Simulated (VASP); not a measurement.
# Ga (Cmcm) in VASP: notebook, part 3 of 3

VASP 6.6.1. The steps go on from the part before.

**5. Electric field gradients, PBE (18.22 Å³/atom)**

This run uses another cell than the first one, of 18.22 Å³/atom.

INCAR reads:

```
SYSTEM = Ga
ALGO = Normal ; EDIFF = 1E-8
ENCUT = 520 ; GGA = PE
ISIF = 2 ; ISMEAR = -1
LASPH = .True. ; LCHARG = .False.
LEFG = .True. ; LREAL = .False.
LWAVE = .False. ; NBANDS = 20
NELM = 80 ; PREC = Accurate
SIGMA = 0.08
```

KPOINTS reads:

```
k-points
0
Gamma
  12 12 10
  0 0 0
```

POSCAR reads:

```
Ga
1.0
    1.4378145499     -4.0308387210      0.0000000000
    1.4378145499      4.0308387210      0.0000000000
    0.0000000000      0.0000000000      3.1433600850
Ga
2
Direct
    0.8670000000      0.1330000000      0.2500000000
    0.1330000000      0.8670000000      0.7500000000
```

Potentials or basis: VASP PAW PBE potentials, release 64 (Ga_d).

Command:

```sh
cat potpaw_PBE.64/Ga_d/POTCAR > POTCAR
mpirun -np 1 vasp_std > vasp.out
```

OUTCAR:

```text
SYSTEM = Ga
   EDIFF = 1E-8
   ENCUT = 520
   GGA = PE
   ISIF = 2
   ISMEAR = -1
   LASPH = .True.
   LREAL = .False.
   NELM = 80
   PREC = Accurate

 ion  position               nearest neighbor table
   1  0.867  0.133  0.250-   2 2.66   2 2.66   2 2.85   2 2.85   2 2.85   2 2.85
   2  0.133  0.867  0.750-   1 2.66   1 2.66   1 2.85   1 2.85   1 2.85   1 2.85

  LATTYP: Found a base centered orthorhombic cell.
 ALAT       =     2.8756290998
 B/A-ratio  =     2.8034482759
 C/A-ratio  =     1.0931034483

  Lattice vectors:

 A1 = (   1.4378145499,  -4.0308387210,   0.0000000000)
 A2 = (   1.4378145499,   4.0308387210,   0.0000000000)
 A3 = (   0.0000000000,   0.0000000000,   3.1433600850)

Analysis of symmetry for initial positions (statically):
=====================================================================
 Subroutine PRICEL returns:
 Original cell was already a primitive cell.

 Routine SETGRP: Setting up the symmetry group for a
 base centered orthorhombic supercell.
[... 744 lines left out ...]
     1.437814550 -4.030838721  0.000000000     0.347749993 -0.124043663  0.000000000
     1.437814550  4.030838721  0.000000000     0.347749993  0.124043663  0.000000000
     0.000000000  0.000000000  3.143360085     0.000000000  0.000000000  0.318130909

 POSITION                                       TOTAL-FORCE (eV/Angst)
 -----------------------------------------------------------------------------------
      1.43781     -2.95864      0.78584         0.000000      0.209858      0.000000
      1.43781      2.95864      2.35752         0.000000     -0.209858     -0.000000
 -----------------------------------------------------------------------------------
    total drift:                                0.000000      0.000000     -0.000000

  FREE ENERGIE OF THE ION-ELECTRON SYSTEM (eV)
  ---------------------------------------------------
  free  energy   TOTEN  =        -5.7452062368 eV

  energy  without entropy=       -5.7285841701  energy(sigma->0) =       -5.73689520

 Electric field gradients (V/A^2)
---------------------------------------------------------------------
 ion       V_xx      V_yy      V_zz      V_xy      V_xz      V_yz
---------------------------------------------------------------------
   1      10.112   -27.265    17.153    -0.000     0.000    -0.000
   2      10.112   -27.265    17.153     0.000     0.000    -0.000
---------------------------------------------------------------------

 Electric field gradients after diagonalization (V/A^2)
 (convention: |V_zz| > |V_xx| > |V_yy|)
----------------------------------------------------------------------
 ion       V_xx      V_yy      V_zz     asymmetry (V_yy - V_xx)/ V_zz
----------------------------------------------------------------------
   1      17.153    10.112   -27.265       0.258
   2      17.153    10.112   -27.265       0.258
----------------------------------------------------------------------

           NMR quadrupolar parameters

 Cq : quadrupolar parameter    Cq=e*Q*V_zz/h
 eta: asymmetry parameters     (V_yy - V_xx)/ V_zz
 Q  : nuclear electric quadrupole moment in mb (millibarn)
----------------------------------------------------------------------
 ion       Cq(MHz)       eta       Q (mb)
----------------------------------------------------------------------
   1      -0.066       0.258       1.000
   2      -0.066       0.258       1.000
----------------------------------------------------------------------
```

OSZICAR:

```text
N       E                     dE             d eps       ncg     rms          rms(c)
DAV:   1     0.131214192974E+03    0.13121E+03   -0.13230E+04 10868   0.248E+03
DAV:   2     0.557026376589E+01   -0.12564E+03   -0.12248E+03 10648   0.387E+02
DAV:   3    -0.563186901038E+01   -0.11202E+02   -0.11141E+02 11648   0.945E+01
DAV:   4    -0.579803562266E+01   -0.16617E+00   -0.16606E+00 11708   0.126E+01
DAV:   5    -0.580083345636E+01   -0.27978E-02   -0.27977E-02 11848   0.161E+00    0.144E+00
DAV:   6    -0.575553737036E+01    0.45296E-01   -0.87339E-02 13876   0.500E+00    0.744E-01
DAV:   7    -0.574620069403E+01    0.93367E-02   -0.17662E-02 14956   0.189E+00    0.200E-01
DAV:   8    -0.574518648125E+01    0.10142E-02   -0.23251E-03 11180   0.674E-01    0.191E-02
DAV:   9    -0.574520623326E+01   -0.19752E-04   -0.11224E-04 12460   0.111E-01    0.757E-03
DAV:  10    -0.574520652220E+01   -0.28894E-06   -0.60411E-06 11860   0.291E-02    0.127E-03
DAV:  11    -0.574520631052E+01    0.21168E-06   -0.58845E-07 12636   0.105E-02    0.602E-04
DAV:  12    -0.574520628565E+01    0.24870E-07   -0.58752E-08 12012   0.312E-03    0.198E-04
DAV:  13    -0.574520624075E+01    0.44895E-07   -0.59048E-09  6916   0.760E-04    0.421E-05
DAV:  14    -0.574520623676E+01    0.39945E-08   -0.13831E-09  5700   0.432E-04
   1 F= -.57452062E+01 E0= -.57368952E+01  d E =-.166221E-01
```

stdout:

```text
POSCAR found type information on POSCAR Ga
 POSCAR found :  1 types and       2 ions
 scaLAPACK will be used
 LDA part: xc-table for (Slater+PW92), standard interpolation
 POSCAR, INCAR and KPOINTS ok, starting setup
 FFT: planning ... GRIDC
 FFT: planning ... GRID_SOFT
 FFT: planning ... GRID
 WAVECAR not read
 entering main loop
ion   1

ion   2
```

Wall time 3.4 min (1 thread of Intel Xeon Platinum 8375C at 2.90GHz (Ice Lake), shared host); peak memory 0.27 GiB.

What came out:

```yaml
Free_energy: -5.7452 eV
Pressure: 3.2 GPa
Largest_force: 0.210 eV/Å
Band_gap_on_the_k_mesh: zero (bands 13 and 14 overlap by 9.58 eV)
Largest_electric_field_gradient_by_atom: Ga -27.3 V/Å²
```

Forces in eV/Å, atoms in the order of the input:
```
Ga   0.000  0.210  0.000
Ga   0.000 -0.210  0.000
```

Electric field gradients, principal values (V/Å²):
| atom | least | middle | greatest (by size) |
| --- | --- | --- | --- |
| 1 Ga | 10.112 | 17.153 | -27.265 |
| 2 Ga | 10.112 | 17.153 | -27.265 |

Caveat: the cell stands under pressure; without QUAD_EFG the Cq values of the log hold for a quadrupole moment of 1 mb, not for the nuclei.

**6. Summary**

| cell | gap on the mesh (eV) | pressure (GPa) | largest force (eV/Å) |
| --- | --- | --- | --- |
| a = 4.359, b = 4.359, c = 3.170 Å, angles 90.0, 90.0, 140.7°, 2 atoms | none | 0.7 | 0.19 |
| a = 4.243, b = 4.243, c = 3.116 Å, angles 90.0, 90.0, 140.7°, 2 atoms | none | 5.0 | 0.22 |
| a = 4.280, b = 4.280, c = 3.143 Å, angles 90.0, 90.0, 140.7°, 2 atoms | none | 3.2 | 0.21 |

Alike in all rows: task electric field gradients; level PBE; potentials or basis VASP PAW PBE potentials, release 64 (Ga_d); no spin polarisation; k mesh 12 × 12 × 10; cutoff (eV) 520; smearing fermi-dirac 0.08 eV.

Caveats: the cell stands under pressure (at least some runs).

Total energies depend on the potentials used, so only differences within one code and one set of settings carry meaning.
